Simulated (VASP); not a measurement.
The system is HoAuCl4.

```
Ho Au Cl
1.0
     0.00000    4.31044    4.31044
     4.31044    0.00000    4.31044
     4.31044    4.31044    0.00000
Ho Au Cl
1 1 4
Direct
  0.75000 0.75000 0.75000
  0.00000 0.00000 0.00000
  0.87497 0.37501 0.37501
  0.37501 0.37501 0.37501
  0.37501 0.87497 0.37501
  0.37501 0.37501 0.87497
```

The cell was built from a structure type or drawn by symmetry, and may not be a known phase.

Base run:

| Item | Value |
| --- | --- |
| Program | VASP 6.6.1 |
| Functional | PBE |
| Potentials or basis | VASP PAW PBE potentials, release 64 (Ho_3, Au, Cl), 4f in core |
| Cutoff | 500 eV |
| k mesh | 4 × 4 × 4 |
| Occupations | gaussian, width 0.1 eV |
| Spin | no spin polarisation |

Its results: pressure -5.7 GPa.

Problem. The run is repeated on the same cell with these changes: spin from no spin polarisation to collinear spin; further incar settings from ALGO = Normal; EDIFF = 1e-06; NBANDS = 33 to ALGO = Normal; EDIFF = 1e-06; NBANDS = 37. What comes out?

Solution. Pressure -5.6 GPa; net moment -1.75 μB per cell; site moments Ho -0.02; Au -0.07; Cl -0.33 μB.

Caveats: the cell stands under tension; the magnetic or orbital state may not be the lowest (at least some runs).
